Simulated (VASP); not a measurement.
# MoS2 (P6_3/mmc) in VASP: a series of runs, part 2 of 2

VASP 6.6.1.

## Step 3: Single point, PBEsol (in-plane strain +0.005)

Input file INCAR:

```
PREC = Accurate
ENCUT = 520
EDIFF = 1E-6
ISMEAR = 0
SIGMA = 0.01
LREAL = F
LASPH = T
NELM = 100
ALGO = Normal
ISIF = 2
LWAVE = F
LCHARG = F
GGA = PS
NBANDS = 35
```

Input file KPOINTS:

```
Automatic mesh
0
Gamma
  6 6 2
```

Input file POSCAR:

```
MoS2
1.0
    3.1571666318      0.0000000000      0.0000000000
   -1.5785833159      2.7341865071      0.0000000000
    0.0000000000      0.0000000000     12.5337762228
Mo S
2 4
Direct
    0.3333333333      0.6666666667      0.2500000000
    0.6666666667      0.3333333333      0.7500000000
    0.3333333333      0.6666666667      0.6259912579
    0.6666666667      0.3333333333      0.1259912579
    0.3333333333      0.6666666667      0.8740087421
    0.6666666667      0.3333333333      0.3740087421
```

Potentials or basis: VASP PAW PBE potentials, release 64 (Mo_sv, S).

On the command line:

```sh
$ cat potpaw_PBE.64/Mo_sv/POTCAR potpaw_PBE.64/S/POTCAR > POTCAR
$ mpirun -np 1 vasp_std > vasp.out
```

OUTCAR:

```text
PREC = Accurate
   ENCUT = 520
   EDIFF = 1E-6
   ISMEAR = 0
   LREAL = F
   LASPH = T
   NELM = 100
   ISIF = 2
   GGA = PS

 ion  position               nearest neighbor table
   1  0.333  0.667  0.250-   4 2.40   6 2.40   4 2.40   6 2.40   4 2.40   6 2.40
   2  0.667  0.333  0.750-   3 2.40   5 2.40   3 2.40   5 2.40   3 2.40   5 2.40
   3  0.333  0.667  0.626-   2 2.40   2 2.40   2 2.40
   4  0.667  0.333  0.126-   1 2.40   1 2.40   1 2.40
   5  0.333  0.667  0.874-   2 2.40   2 2.40   2 2.40
   6  0.667  0.333  0.374-   1 2.40   1 2.40   1 2.40

  LATTYP: Found a hexagonal cell.
[... 727 lines left out ...]
  -------------------------------------------------------------------------------------
  Total       -0.9631687     -0.9631687     -0.0842168      0.0000000      0.0000000      0.0000000
  in kB      -14.2628194    -14.2628194     -1.2471020      0.0000000      0.0000000      0.0000000
  external PRESSURE =      -9.9242469 kB  Pullay stress =       0.0000000 kB

 VOLUME and BASIS-vectors are now :
 -----------------------------------------------------------------------------
  energy-cutoff  :      520.00
  volume of cell :      108.20
      direct lattice vectors                 reciprocal lattice vectors
     3.157166632  0.000000000  0.000000000     0.316739696  0.182869749  0.000000000
    -1.578583316  2.734186507  0.000000000     0.000000000  0.365739498  0.000000000
     0.000000000  0.000000000 12.533776223     0.000000000  0.000000000  0.079784415

 POSITION                                       TOTAL-FORCE (eV/Angst)
 -----------------------------------------------------------------------------------
     -0.00000      1.82279      3.13344         0.000000     -0.000000      0.000000
      1.57858      0.91140      9.40033        -0.000000      0.000000      0.000000
     -0.00000      1.82279      7.84603        -0.000000     -0.000000      0.008737
      1.57858      0.91140      1.57915        -0.000000      0.000000      0.008737
     -0.00000      1.82279     10.95463         0.000000     -0.000000     -0.008737
      1.57858      0.91140      4.68774         0.000000      0.000000     -0.008737
 -----------------------------------------------------------------------------------
    total drift:                               -0.000000      0.000000     -0.000000

  FREE ENERGIE OF THE ION-ELECTRON SYSTEM (eV)
  ---------------------------------------------------
  free  energy   TOTEN  =       -46.9004048730 eV

  energy  without entropy=      -46.9004048730  energy(sigma->0) =      -46.90040487
```

It took 20 s on 1 thread of Intel Xeon 6975P-C (Granite Rapids), shared host; peak memory 0.23 GiB.

Results:

| Property | Result |
| --- | --- |
| Free energy | -46.9004 eV |
| Pressure | -1.0 GPa |
| Largest force | 0.009 eV/Å |
| Band gap on the k mesh | 0.97 eV, indirect (least direct gap 1.69 eV) |

Forces in eV/Å, atoms in the order of the input:
```
Mo   0.000  0.000  0.000
Mo   0.000  0.000  0.000
S    0.000  0.000  0.009
S    0.000  0.000  0.009
S    0.000  0.000 -0.009
S    0.000  0.000 -0.009
```

Stress tensor (GPa, compression positive):
```
-1.43  0.00  0.00
 0.00 -1.43  0.00
 0.00  0.00 -0.12
```

Levels at points of the mesh, in eV from the valence-band top:
| k point | band 24 | band 25 | band 26 | band 27 | band 28 | band 29 |
| --- | --- | --- | --- | --- | --- | --- |
| (0.00, 0.00, 0.00) | -1.29 | -1.11 | 0.00 | 2.20 | 2.20 | 2.22 |
| (0.50, 0.00, 0.00) | -1.49 | -1.36 | -1.26 | 1.70 | 1.73 | 2.10 |
| (0.00, 0.00, 0.50) | -2.13 | -0.28 | -0.28 | 2.21 | 2.21 | 2.21 |
| (0.50, 0.00, 0.50) | -1.57 | -1.30 | -1.30 | 1.71 | 1.71 | 2.23 |

Caveat: the cell differs from its parent crystal (in-plane strain +0.005); the PAW data sets were made with another functional, which shifts forces and pressure a little; this functional lacks dispersion, which binds the layers, so the pressure and a relaxed spacing across them are unreliable.

## Step 4: Single point, PBEsol (in-plane strain +0.01, then relaxed in part)

Input file INCAR:

```
SYSTEM = MoS2
PREC = Accurate
ENCUT = 520
EDIFF = 1E-6
ISMEAR = 0
SIGMA = 0.01
LREAL = .FALSE.
LASPH = .TRUE.
NELM = 60
ALGO = Normal
ISIF = 2
LWAVE = .FALSE.
LCHARG = .TRUE.
GGA = PS
LELF = .TRUE.
LVHAR = .TRUE.
NBANDS = 35
```

Input file KPOINTS:

```
regular mesh
0
G
  6 6 2
  0 0 0
```

Input file POSCAR:

```
MoS2
1.0
    3.1728739285      0.0000000000      0.0000000000
   -1.5864369642      2.7477894251      0.0000000000
    0.0000000000      0.0000000000     12.5104332667
Mo S
2 4
Direct
    0.3333333333      0.6666666667      0.2500000000
    0.6666666667      0.3333333333      0.7500000000
    0.3333333333      0.6666666667      0.6262253248
    0.6666666667      0.3333333333      0.1262253248
    0.3333333333      0.6666666667      0.8737746752
    0.6666666667      0.3333333333      0.3737746752
```

On the command line:

```sh
$ cat potpaw_PBE.64/Mo_sv/POTCAR potpaw_PBE.64/S/POTCAR > POTCAR
$ mpirun -np 1 vasp_std > vasp.out
```

Wall time 22 s (1 thread of Intel Xeon 6975P-C (Granite Rapids), shared host); peak memory 0.23 GiB.

It converged, with:

```yaml
Free_energy: -46.8870 eV
Pressure: -1.8 GPa
Band_gap_on_the_k_mesh: 0.95 eV, indirect (least direct gap 1.63 eV)
```

Stress tensor (GPa, compression positive):
```
-2.71  0.00  0.00
 0.00 -2.71  0.00
 0.00  0.00 -0.03
```

Levels at points of the mesh, in eV from the valence-band top:
```
           k point  band 24  band 25  band 26  band 27  band 28  band 29
(0.00, 0.00, 0.00)    -1.28    -1.09     0.00     2.12     2.12     2.14
(0.50, 0.00, 0.00)    -1.58    -1.40    -1.29     1.59     1.63     2.02
(0.00, 0.00, 0.50)    -2.21    -0.28    -0.28     2.12     2.12     2.12
(0.50, 0.00, 0.50)    -1.66    -1.34    -1.34     1.61     1.61     2.14
```

Caveat: the cell differs from its parent crystal (in-plane strain +0.01, then relaxed in part); the PAW data sets were made with another functional, which shifts forces and pressure a little; this functional lacks dispersion, which binds the layers, so the pressure and a relaxed spacing across them are unreliable. A k mesh can miss the band edges.

## Step 5: Single point, PBEsol (in-plane strain +0.01)

Input file INCAR:

```
SYSTEM = MoS2
PREC = Accurate
ENCUT = 520
EDIFF = 1E-7
ISMEAR = 0
SIGMA = 0.01
LREAL = .False.
LASPH = .True.
NELM = 80
ALGO = Normal
ISIF = 2
LWAVE = .False.
LCHARG = .True.
GGA = PS
LELF = .True.
LVHAR = .True.
NBANDS = 35
```

Input file KPOINTS:

```
regular mesh
0
Gamma
  6 6 2
  0 0 0
```

Input file POSCAR:

```
MoS2
1.0
    3.1728739285      0.0000000000      0.0000000000
   -1.5864369642      2.7477894251      0.0000000000
    0.0000000000      0.0000000000     12.4960617507
Mo S
2 4
Direct
    0.3333333333      0.6666666667      0.2500000000
    0.6666666667      0.3333333333      0.7500000000
    0.3333333333      0.6666666667      0.6259912579
    0.6666666667      0.3333333333      0.1259912579
    0.3333333333      0.6666666667      0.8740087421
    0.6666666667      0.3333333333      0.3740087421
```

On the command line:

```sh
$ cat potpaw_PBE.64/Mo_sv/POTCAR potpaw_PBE.64/S/POTCAR > POTCAR
$ mpirun -np 1 vasp_std > vasp.out
```

Wall time 22 s (1 thread of Intel Xeon 6975P-C (Granite Rapids), shared host); peak memory 0.23 GiB.

The run converged. Its results:

- Free energy: -46.8870 eV
- Pressure: -1.9 GPa
- Largest force: 0.021 eV/Å
- Band gap on the k mesh: 0.94 eV, indirect (least direct gap 1.63 eV)

Forces in eV/Å, atoms in the order of the input:
```
Mo   0.000  0.000  0.000
Mo   0.000  0.000  0.000
S    0.000  0.000  0.021
S    0.000  0.000  0.021
S    0.000  0.000 -0.021
S    0.000  0.000 -0.021
```

Stress tensor (GPa, compression positive):
```
-2.77  0.00  0.00
 0.00 -2.77  0.00
 0.00  0.00 -0.19
```

Levels at points of the mesh, in eV from the valence-band top:
| k point | band 22 | band 23 | band 24 | band 25 | band 26 | band 27 | band 28 | band 29 | band 30 | band 31 |
| --- | --- | --- | --- | --- | --- | --- | --- | --- | --- | --- |
| (0.00, 0.00, 0.00) | -2.19 | -2.19 | -1.27 | -1.09 | 0.00 | 2.12 | 2.12 | 2.14 | 2.14 | 2.35 |
| (0.50, 0.00, 0.00) | -2.45 | -1.74 | -1.58 | -1.40 | -1.29 | 1.59 | 1.63 | 2.02 | 2.24 | 2.89 |
| (0.00, 0.00, 0.50) | -2.21 | -2.21 | -2.21 | -0.27 | -0.27 | 2.12 | 2.12 | 2.12 | 2.12 | 2.43 |
| (0.50, 0.00, 0.50) | -2.57 | -1.66 | -1.66 | -1.34 | -1.34 | 1.61 | 1.61 | 2.14 | 2.14 | 3.22 |

Caveat: the cell differs from its parent crystal (in-plane strain +0.01); the PAW data sets were made with another functional, which shifts forces and pressure a little; this functional lacks dispersion, which binds the layers, so the pressure and a relaxed spacing across them are unreliable. A k mesh can miss the band edges.

## Step 6: Overview

| cell | gap on the mesh (eV) | pressure (GPa) | largest force (eV/Å) |
| --- | --- | --- | --- |
| a = 3.157, b = 3.157, c = 12.538 Å, angles 90.0, 90.0, 120.0°, 6 atoms | 0.97 | -0.9 | - |
| a = 3.157, b = 3.157, c = 12.534 Å, angles 90.0, 90.0, 120.0°, 6 atoms | 0.97 | -1.0 | 0.01 |
| a = 3.173, b = 3.173, c = 12.510 Å, angles 90.0, 90.0, 120.0°, 6 atoms | 0.95 | -1.8 | - |
| a = 3.173, b = 3.173, c = 12.496 Å, angles 90.0, 90.0, 120.0°, 6 atoms | 0.94 | -1.9 | 0.02 |

Alike in all rows: task single point; level PBEsol; potentials or basis VASP PAW PBE potentials, release 64 (Mo_sv, S); no spin polarisation; k mesh 6 × 6 × 2; cutoff (eV) 520; smearing gaussian 0.01 eV.

Caveats: the PAW data sets were made with another functional, which shifts forces and pressure a little; this functional lacks dispersion, which binds the layers, so the pressure and a relaxed spacing across them are unreliable.

Total energies depend on the potentials used, so only differences within one code and one set of settings carry meaning.
